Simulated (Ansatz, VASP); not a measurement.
## Os: VASP beside Ansatz

POSCAR

```
Os
1.0
    2.5394565796      0.0000000000      0.0000000000
    0.0000000000      2.5394565796      0.0000000000
    0.0000000000      0.0000000000      2.5394565796
Os
1
Direct
    0.0000000000      0.0000000000      0.0000000000
```

File INCAR.step1:

```
SYSTEM = Os
PREC = Accurate ; ENCUT = 520
ISMEAR = -1 ; SIGMA = 0.1
LREAL = .False. ; LASPH = .True.
NELM = 80 ; NBANDS = 10
GGA = PE ; ALGO = Normal
EDIFF = 1E-4 ; LWAVE = .True.
LCHARG = .False.
```

The input INCAR.step2:

```
SYSTEM = Os
PREC = Accurate ; ENCUT = 520
EDIFF = 1E-6 ; ISMEAR = -1
SIGMA = 0.1 ; LREAL = .False.
LASPH = .True. ; NELM = 80
ALGO = Normal ; ISIF = 2
LWAVE = .False. ; LCHARG = .True.
METAGGA = R2SCAN ; LMIXTAU = .True.
LELF = .True. ; LVHAR = .True.
NBANDS = 10 ; ISTART = 1
```

Contents of KPOINTS:

```
regular mesh
0
Gamma
  14 14 14
  0 0 0
```

Input for Ansatz:

```yaml
crystal:
  lattice:
    - [2.5394565796, 0.0, 0.0]
    - [0.0, 2.5394565796, 0.0]
    - [0.0, 0.0, 2.5394565796]
  atoms:
    - { symbol: Os, position: [0.0, 0.0, 0.0] }
hamiltonian:
  xc: r2scan
  pseudopotentials:
    kind: paw
    azcp:
      Os: "pseudopotentials/Os.paw.azcp"
basis:
  ecutwfc: 500
  fft_grid_basis: typed
kpoints:
  mp_grid: { grid: [14, 14, 14], shift: [0, 0, 0] }
magnetization:
  spin_polarized: false
scf:
  occupations: { method: fermi_dirac, width: 0.1 }
  lower_state_search: "off"
output:
  stress: true
```

Alike in both runs: task single point; functional r2SCAN; k mesh 14 × 14 × 14; occupations fermi-dirac, width 0.1 eV; no spin polarisation.

|  | VASP | Ansatz |
| --- | --- | --- |
| version | VASP 6.6.1 | Ansatz 0.2.0 |
| potentials or method | VASP PAW PBE potentials, release 64 (Os), cutoff 520 eV | plane waves (500 eV) with PAW, scalar-relativistic |
| valence electrons in the cell | 8 | 16 |

```tsv
	VASP	Ansatz	Ansatz less VASP
pressure (GPa)	1.1	0.6	-0.47
```

VASP's potentials were made for PBE, not for r2SCAN. With one functional, cell and mesh, what is left measures potentials, basis and numerics. VASP's potentials hold 8 valence electrons a cell and Ansatz's 16, so a difference there can come from the potentials and not from the codes.

Neither program's run includes spin-orbit coupling.
